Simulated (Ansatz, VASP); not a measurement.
# TiCo2 in VASP and in Ansatz

The input INCAR:

```
SYSTEM = TiCo2
PREC = Accurate
ENCUT = 520
EDIFF = 1E-6
ISMEAR = 1
SIGMA = 0.5
LREAL = .FALSE.
LASPH = .TRUE.
NELM = 150
ALGO = Fast
ISIF = 2
LWAVE = .FALSE.
LCHARG = .TRUE.
ISPIN = 2
MAGMOM = -0.31 -0.31 0.82 0.82 0.82 0.82
LORBIT = 11
LMAXMIX = 4
GGA = PS
LELF = .TRUE.
LVHAR = .TRUE.
NBANDS = 43
```

The input KPOINTS:

```
Automatic mesh
0
G
  10 10 10
  0 0 0
```

File POSCAR:

```
TiCo2
1.0
    0.0000000000      3.3520000000      3.3520000000
    3.3520000000      0.0000000000      3.3520000000
    3.3520000000      3.3520000000      0.0000000000
Ti Co
2 4
Direct
    0.5000000000      0.5000000000      0.5000000000
    0.7500000000      0.7500000000      0.7500000000
    0.1250000000      0.1250000000      0.1250000000
    0.6250000000      0.1250000000      0.1250000000
    0.1250000000      0.1250000000      0.6250000000
    0.1250000000      0.6250000000      0.1250000000
```

Input for Ansatz:

```yaml
crystal:
  lattice:
    - [0.0, 3.352, 3.352]
    - [3.352, 0.0, 3.352]
    - [3.352, 3.352, 0.0]
  atoms:
    - { symbol: Ti, position: [0.5, 0.5, 0.5], spin: -0.31 }
    - { symbol: Ti, position: [0.75, 0.75, 0.75], spin: -0.31 }
    - { symbol: Co, position: [0.125, 0.125, 0.125], spin: 0.82 }
    - { symbol: Co, position: [0.625, 0.125, 0.125], spin: 0.82 }
    - { symbol: Co, position: [0.125, 0.125, 0.625], spin: 0.82 }
    - { symbol: Co, position: [0.125, 0.625, 0.125], spin: 0.82 }
basis:
  ecutwfc: 420
kpoints:
  mp_grid: { grid: [10, 10, 10] }
hamiltonian:
  xc: pbesol
scf:
  occupations: { method: methfessel_paxton, width: 0.5 }
output:
  forces: true
  stress: true
  eigenvalues: true
  populations: true
magnetization:
  spin_polarized: true
```

Alike in both runs: task single point; functional PBEsol; k mesh 10 × 10 × 10; occupations methfessel-paxton of order 1, width 0.5 eV; collinear spin.

```csv
,VASP,Ansatz
version,VASP 6.6.1,Ansatz 0.2.0
potentials or method,"VASP PAW PBE potentials, release 64 (Ti_sv, Co), cutoff 520 eV","scalar-relativistic, plane waves, PAW"
valence electrons in the cell,60,92
```

Ansatz gave:

| Item | Value |
| --- | --- |
| gap on the k mesh at the Fermi level (eV) | none |
| pressure (GPa) | -12.2 |
| net moment per atom (μB) | 0.30 |
| size of the moment on the site where the two differ most (μB) | 0.65 |

Question: What did VASP give for the same quantities?

Answer: gap on the k mesh at the Fermi level (eV): none; pressure (GPa): -12.8; net moment per atom (μB): 0.28; size of the moment on the site where the two differ most (μB): 0.60.

VASP's potentials were made for PBE, not for PBEsol. Site moments also hang on the region over which each program counts them. A gap of «none» marks a metal or a gap that the smearing closes. VASP's potentials hold 60 valence electrons a cell and Ansatz's 92, so a difference there can come from the potentials and not from the codes. Ansatz's warnings: stability check not made.
